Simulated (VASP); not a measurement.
**Au: single point with PBEsol**

The system is Au.

```
Au
1.0
     0.00000    2.04000    2.04000
     2.04000    0.00000    2.04000
     2.04000    2.04000    0.00000
Au
1
Cartesian
  0.0000 0.0000 0.0000
```

* Program: VASP 6.6.1
* Task: single point
* Functional: PBEsol
* Potentials or basis: VASP PAW PBE potentials, release 64 (Au)
* Cutoff: 520 eV
* k mesh: 18 × 18 × 18
* Occupations: gaussian, width 0.05 eV
* Spin: no spin polarisation

| Item | Value |
| --- | --- |
| Pressure | 0.2 GPa |

Levels at points of the mesh, in eV from the Fermi level:
```tsv
k point	band 4	band 5	band 6	band 7	band 8	band 9
(0.00, 0.00, 0.00)	-4.67	-3.13	-3.13	14.52	18.54	18.54
(0.50, 0.00, 0.00)	-1.92	-1.92	-1.01	3.10	13.97	17.15
(0.50, 0.50, 0.00)	-1.59	-1.59	0.97	5.80	9.99	9.99
```

Run time: 17 s on 1 thread of Intel(R) Xeon(R) Platinum 8488C (Sapphire Rapids) (shared host), peak memory 0.17 GiB.

Caveat: the PAW data sets were made with another functional, which shifts forces and pressure a little; spin-orbit coupling is left out, which moves the levels of the heavy elements.
